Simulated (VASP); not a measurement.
Here is a VASP 6.6.1 calculation.

Contents of INCAR:

```
PREC     = Accurate       # precision mode
ENCUT    = 520            # plane-wave cutoff, eV
EDIFF    = 1E-6           # SCF threshold, eV
ISMEAR   = -1             # smearing method
SIGMA    = 0.05           # smearing width, eV
LREAL    = False          # projectors in reciprocal space
LASPH    = True           # aspherical terms in the spheres
NELM     = 150            # most SCF steps
ALGO     = Normal         # electronic algorithm
ISIF     = 2              # what is computed and relaxed
LWAVE    = False          # write WAVECAR
LCHARG   = False          # write CHGCAR
ISPIN    = 2              # spin polarisation
MAGMOM   = 2.2 0          # initial moments
LORBIT   = 11             # projections on sites
NUPDOWN  = 2.2            # fixed moment
LMAXMIX  = 4              # l up to which the mixer works
GGA      = PS             # functional
NBANDS   = 18             # bands
```

File KPOINTS:

```
regular mesh
0
Gamma
  10 10 10
```

File POSCAR:

```
FeO
1.0
   -1.6021034130      1.6021034130      2.0833922500
    1.6021034130     -1.6021034130      2.0833922500
    1.6021034130      1.6021034130     -2.0833922500
Fe O
1 1
Direct
    0.0000000000      0.0000000000      0.0000000000
    0.5000000000      0.5000000000      0.0000000000
```

Potentials or basis: VASP PAW PBE potentials, release 64 (Fe, O).

Run with:

```sh
$ cat potpaw_PBE.64/Fe/POTCAR potpaw_PBE.64/O/POTCAR > POTCAR
$ mpirun -np 1 vasp_std > vasp.out
```

**Question.** Estimate the pressure.

**Answer.** -30.9 GPa.

Stress tensor (GPa, compression positive):
```
-30.26   0.00   0.00
  0.00 -30.26   0.00
  0.00   0.00 -32.16
```

Caveat: the cell stands under tension; the PAW data sets were made with another functional, which shifts forces and pressure a little; the total moment is fixed, so each spin has its own Fermi level; a cell with one magnetic atom can't hold antiferromagnetic order, which such compounds often take.
